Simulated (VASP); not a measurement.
Write the native input for VASP 6.6.1 that does the following.

- Task: single point
- Functional: PBEsol
- Potentials or basis: VASP PAW PBE potentials, release 64 (C)
- Cutoff: 520 eV
- k mesh: 6 × 6 × 1
- Occupations: gaussian, width 0.1 eV
- Spin: no spin polarisation
- Dipole correction: yes
- Further INCAR settings: LREAL = Auto; ALGO = Normal; EDIFF = 1e-06; NBANDS = 83

The structure of C lies in POSCAR:

```
C
1.0
    5.0442169329     -0.0000000058      0.0000000000
   -2.5221084615      4.3684200090      0.0000000000
    0.0000000000      0.0000000000     24.6927020647
C
31
Direct
    0.1666666667      0.3333333333      0.3644801600
    0.1666666667      0.8333333333      0.3644801600
    0.6666666667      0.3333333333      0.3644801600
    0.6666666667      0.8333333333      0.3644801600
    0.0000000000      0.0000000000      0.3853293700
    0.0000000000      0.5000000000      0.3853293700
    0.5000000000      0.0000000000      0.3853293700
    0.5000000000      0.5000000000      0.3853293700
    0.0000000000      0.0000000000      0.4478769800
    0.0000000000      0.5000000000      0.4478769800
    0.5000000000      0.0000000000      0.4478769800
    0.5000000000      0.5000000000      0.4478769800
    0.3333333333      0.1666666667      0.4687261900
    0.3333333333      0.6666666667      0.4687261900
    0.8333333333      0.1666666667      0.4687261900
    0.8333333333      0.6666666667      0.4687261900
    0.3337904779      0.1675809558      0.5316049400
    0.3337904779      0.6662095221      0.5316049400
    0.8333333333      0.1666666667      0.5317941438
    0.8324190442      0.6662095221      0.5316049400
    0.1724789041      0.3362394521      0.5524662921
    0.1666666667      0.8333333333      0.5504949574
    0.6637605479      0.3362394521      0.5524662921
    0.6637605479      0.8275210959      0.5524662921
    0.1446781738      0.3223390869      0.6159521671
    0.1666666667      0.8333333333      0.6157235078
    0.6776609131      0.3223390869      0.6159521671
    0.6776609131      0.8553218262      0.6159521671
   -0.0003887685      0.0003887685      0.6291790706
   -0.0003887685      0.4992224631      0.6291790706
    0.5007775369      0.0003887685      0.6291790706
```

This cell differs from its parent crystal: atoms taken out, then relaxed in part.

One way to write it, as run:

INCAR

```
SYSTEM = C
ALGO = Normal
DIPOL = 0.5 0.5 0.495
EDIFF = 1E-6
ENCUT = 520
GGA = PS
IDIPOL = 3
ISIF = 2
ISMEAR = 0
LASPH = .TRUE.
LCHARG = .FALSE.
LDIPOL = .TRUE.
LREAL = Auto
LWAVE = .FALSE.
NBANDS = 83
NELM = 100
PREC = Accurate
SIGMA = 0.1
```

KPOINTS

```
k-points
0
G
  6 6 1
  0 0 0
```

Potentials or basis: VASP PAW PBE potentials, release 64 (C).

Command:

```bash
$ cat potpaw_PBE.64/C/POTCAR > POTCAR
$ mpirun -np 1 vasp_std > vasp.out
```

It gave:

| Property | Result |
| --- | --- |
| Largest force | 4.430 eV/Å |
| Band gap on the k mesh | zero (bands 62 and 63 overlap by 0.13 eV) |

Caveat: the cell differs from its parent crystal (atoms taken out, then relaxed in part); the PAW data sets were made with another functional, which shifts forces and pressure a little.

It took 17 min on 1 thread of AMD EPYC 9R45 96-Core Processor (Zen 5), on a shared host, peak memory 0.66 GiB.
